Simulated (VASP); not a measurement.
Wanted: the native input for a VASP 6.6.1 run.

- Task: single point
- Functional: LDA
- Potentials or basis: VASP PAW LDA potentials, release 64 (Be)
- Cutoff: 520 eV
- k mesh: 33 × 33 × 20
- Occupations: gaussian, width 0.15 eV
- Spin: no spin polarisation
- Dipole correction: no
- Further INCAR settings: ALGO = Fast; EDIFF = 1e-06; NBANDS = 9

The structure of Be lies in POSCAR:

```
Be
1.0
    2.0397923818      0.0000000000      0.0000000000
   -1.0198961909      1.7665120211      0.0000000000
    0.0000000000      0.0000000000      4.1887287720
Be
2
Direct
    0.3333333333      0.6666666667      0.2500000000
    0.6666666667      0.3333333333      0.7500000000
```

This cell differs from its parent crystal: ratio of the length along z to the lengths across it x 1.3, volume and fractional coordinates fixed.

The input as run:

INCAR

```
SYSTEM = Be
  PREC = Accurate
  ENCUT = 520
  EDIFF = 1E-6
  ISMEAR = 0
  SIGMA = 0.15
  LREAL = .FALSE.
  LASPH = .TRUE.
  NELM = 60
  ALGO = Fast
  ISIF = 2
  LWAVE = .FALSE.
  LCHARG = .FALSE.
  NBANDS = 9
```

KPOINTS

```
regular mesh
0
G
  33 33 20
  0 0 0
```

Potentials or basis: VASP PAW LDA potentials, release 64 (Be).

Launch:

```console
$ cat potpaw_LDA.64/Be/POTCAR > POTCAR
$ mpirun -np 1 vasp_std > vasp.out
```

It gave:

| Item | Value |
| --- | --- |
| Pressure | 13.6 GPa |
| Band gap on the k mesh | zero (band 2 reaches 7.87 eV, above the bottom of band 3 at 4.43 eV) |

Wall time 26 s on 1 thread of Intel(R) Xeon(R) 6975P-C (Granite Rapids) (shared host), peak memory 0.23 GiB.
